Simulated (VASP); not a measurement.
The system is AlNi.

```xyz
2
Lattice="2.8810 0.0000 0.0000 0.0000 2.8810 0.0000 0.0000 0.0000 2.8810" Properties=species:S:1:pos:R:3 pbc="T T T"
Ni    1.4405    1.4405    1.4405
Al    0.0000    0.0000    0.0000
```

Base run:

* Program: VASP 6.6.1
* Functional: PBEsol
* Potentials or basis: VASP PAW PBE potentials, release 64 (Ni_sv_GW, Al)
* Cutoff: 690 eV
* k mesh: 8 × 8 × 8
* Occupations: fermi-dirac, width 0.05 eV
* Spin: collinear spin, ferromagnetic start
* Starting moments: [1.2, 0.0] μB
* Fixed moment: 1.2 μB

Its results: pressure 1.6 GPa; site moments Ni +0.84; Al +0.07 μB.

Q: The run is repeated on the same cell with these changes: fixed moment from 1.2 μB to 1.5 μB; moments at the start from [1.2, 0.0] to [1.5, 0.0]. What comes out?

A: Pressure 6.2 GPa; site moments Ni +1.02; Al +0.09 μB.

Caveats: the PAW data sets were made with another functional, which shifts forces and pressure a little; the total moment is fixed, so each spin has its own Fermi level and the state may be an excited one; the cell stands under pressure (at least some runs).
